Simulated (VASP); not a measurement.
Set up this calculation in VASP 6.6.1, as the native input.

| Property | Result |
| --- | --- |
| Task | relaxation of cell and atoms |
| Functional | r2SCAN |
| Potentials or basis | VASP PAW PBE potentials, release 64 (Ti_sv, Os) |
| Cutoff | 600 eV |
| k mesh | 7 × 7 × 7 |
| Occupations | fermi-dirac, width 0.1 eV |
| Spin | no spin polarisation |
| Target pressure | 5 GPa |
| Dipole correction | no |
| Further INCAR settings | ALGO = Normal; EDIFF = 1e-06; IBRION = 2; EDIFFG = -0.01; NSW = 80; ISIF = 3 |

TiOs3:

```
Ti Os
1.0
     3.88773    0.00000    0.00000
     0.00000    3.88773    0.00000
     0.00000    0.00000    3.88773
Ti Os
1 3
Cartesian
  0.0000 0.0000 0.0000
  1.9439 1.9439 0.0000
  1.9439 0.0000 1.9439
  0.0000 1.9439 1.9439
```

The input as run:

POSCAR

```
TiOs3
1.0
    3.8877340000      0.0000000000      0.0000000000
    0.0000000000      3.8877340000      0.0000000000
    0.0000000000      0.0000000000      3.8877340000
Ti Os
1 3
Direct
    0.0000000000      0.0000000000      0.0000000000
    0.5000000000      0.5000000000      0.0000000000
    0.5000000000      0.0000000000      0.5000000000
    0.0000000000      0.5000000000      0.5000000000
```

INCAR.step1

```
SYSTEM = TiOs3
  PREC = Accurate
  ENCUT = 600
  ISMEAR = -1
  SIGMA = 0.1
  LREAL = .False.
  LASPH = .True.
  NELM = 100
  GGA = PE
  ALGO = Normal
  EDIFF = 1E-4
  LWAVE = .True.
  LCHARG = .False.
```

INCAR.step2

```
SYSTEM = TiOs3
  PREC = Accurate
  ENCUT = 600
  EDIFF = 1E-6
  ISMEAR = -1
  SIGMA = 0.1
  LREAL = .False.
  LASPH = .True.
  NELM = 100
  ALGO = Normal
  ISIF = 3
  LWAVE = .False.
  LCHARG = .False.
  METAGGA = R2SCAN
  LMIXTAU = .True.
  IBRION = 2
  NSW = 80
  EDIFFG = -0.01
  PSTRESS = 50.0
  ISTART = 1
```

KPOINTS

```
Automatic mesh
0
Gamma
  7 7 7
  0 0 0
```

Potentials or basis: VASP PAW PBE potentials, release 64 (Ti_sv, Os).

The run is started by

```sh
$ cat potpaw_PBE.64/Ti_sv/POTCAR potpaw_PBE.64/Os/POTCAR > POTCAR
$ cp INCAR.step1 INCAR
$ mpirun -np 1 vasp_std > vasp.out
$ cp INCAR.step2 INCAR
$ mpirun -np 1 vasp_std > vasp.out
```

It gave:

* Relaxed volume: 14.23 Å³/atom
* Relaxed cell: a = 3.847 Å, b = 3.847 Å, c = 3.847 Å, α = 90.00°, β = 90.00°, γ = 90.00°
* Space group after relaxing (to 0.1 Å): Pm-3m (No. 221)
* Energy change on relaxing (the run minimises the enthalpy): -1.4 meV/atom
* Ionic steps: 4
* Pressure after relaxing: 4.9 GPa
* Band gap on the k mesh: zero (bands 18 and 19 overlap by 3.72 eV)

Caveat: the cell is relaxed towards a set pressure, so the run minimises the enthalpy, not the energy; the PAW data sets were made with another functional, which shifts forces and pressure a little; spin-orbit coupling is left out, which moves the levels of the heavy elements.

Wall time 4.8 min on 1 thread of Oxide Virtual Turin-like Processor (shared host), peak memory 0.19 GiB.
